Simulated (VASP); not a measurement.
KRb2RhF6:

```xyz
10
Lattice="0.0000 4.3920 4.3920 4.3920 0.0000 4.3920 4.3920 4.3920 0.0000" Properties=species:S:1:pos:R:3 pbc="T T T"
K     4.3920    4.3920    4.3920
Rb    2.1960    2.1960    2.1960
Rb    6.5880    6.5880    6.5880
Rh    0.0000    0.0000    0.0000
F     1.9535    4.3920    4.3920
F     4.3920    1.9535    4.3920
F     6.8305    4.3920    4.3920
F     4.3920    6.8305    4.3920
F     4.3920    4.3920    1.9535
F     4.3920    4.3920    6.8305
```

```yaml
Program: VASP 6.6.1
Task: relaxation of the atoms
Functional: r2SCAN
Potentials_or_basis: VASP PAW PBE potentials, release 64 (K_sv, Rb_sv, Rh_pv, F)
Cutoff: 580 eV
k_mesh: 6 × 6 × 6
Occupations: fermi-dirac, width 0.02 eV
Spin: no spin polarisation
```

At the start: pressure 3.0 GPa; volume 16.94 Å³/atom.

Task: Where does the relaxation end?

Result: Over 3 steps the energy falls by 2.6 meV/atom at a fixed cell; space group Fm-3m (No. 225, to 0.1 Å) before and after.

The path:
```
step  energy change (eV)  largest force (eV/Å)  pressure (GPa)
   1              0.0000                0.4689            3.01
   2             -0.0256                0.0839            1.78
   3             -0.0265                0.0003            1.96
```

Final structure:
```
CELL_PARAMETERS angstrom
0.00000 4.39202 4.39202
4.39202 0.00000 4.39202
4.39202 4.39202 0.00000
ATOMIC_POSITIONS crystal
K 0.50000 0.50000 0.50000
Rb 0.25000 0.25000 0.25000
Rb 0.75000 0.75000 0.75000
Rh 0.00000 0.00000 0.00000
F 0.77544 0.22456 0.22456
F 0.22456 0.77544 0.22456
F 0.22456 0.77544 0.77544
F 0.77544 0.22456 0.77544
F 0.22456 0.22456 0.77544
F 0.77544 0.77544 0.22456
```

Caveat: the PAW data sets were made with another functional, which shifts forces and pressure a little.
